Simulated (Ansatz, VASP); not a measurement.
**Ca3TeRu2: VASP beside Ansatz**

```xyz
6
Lattice="4.4981 0.0000 0.0000 0.0000 4.4981 0.0000 0.0000 0.0000 10.4389" Properties=species:S:1:pos:R:3 pbc="T T T"
Ca    2.2491    2.2491    8.4388
Ca    2.2491    2.2491    2.0001
Ca    0.0000    0.0000    5.2195
Te    2.2491    2.2491    5.2195
Ru    0.0000    2.2491    6.7276
Ru    2.2491    0.0000    3.7114
```

Alike in both runs: functional PBE; k mesh 8 × 8 × 4; occupations gaussian, width 0.1 eV; no spin polarisation.

Ansatz relaxed the structure, and its values are those at the end. VASP's run is a single point on that final structure, the one shown.

|  | VASP | Ansatz |
| --- | --- | --- |
| version | VASP 6.6.1 | Ansatz 0.2.0 |
| potentials or method | VASP PAW PBE potentials, release 64 (Ca_sv, Te, Ru_pv), cutoff 520 eV | scalar-relativistic, plane waves, PAW |
| valence electrons in the cell | 64 | 78 |

```tsv
	VASP	Ansatz	Ansatz less VASP
gap on the k mesh at the Fermi level (eV)	none	none	-
pressure (GPa)	0.0	0.0	-0.05
rms of the force components (eV/Å)	0.006	0.001	-0.0054
```

A gap of «none» marks a metal or a gap that the smearing closes. With one functional, cell and mesh, what is left measures potentials, basis and numerics. VASP's potentials hold 64 valence electrons a cell and Ansatz's 78, so a difference there can come from the potentials and not from the codes.

Spin-orbit coupling is off throughout.
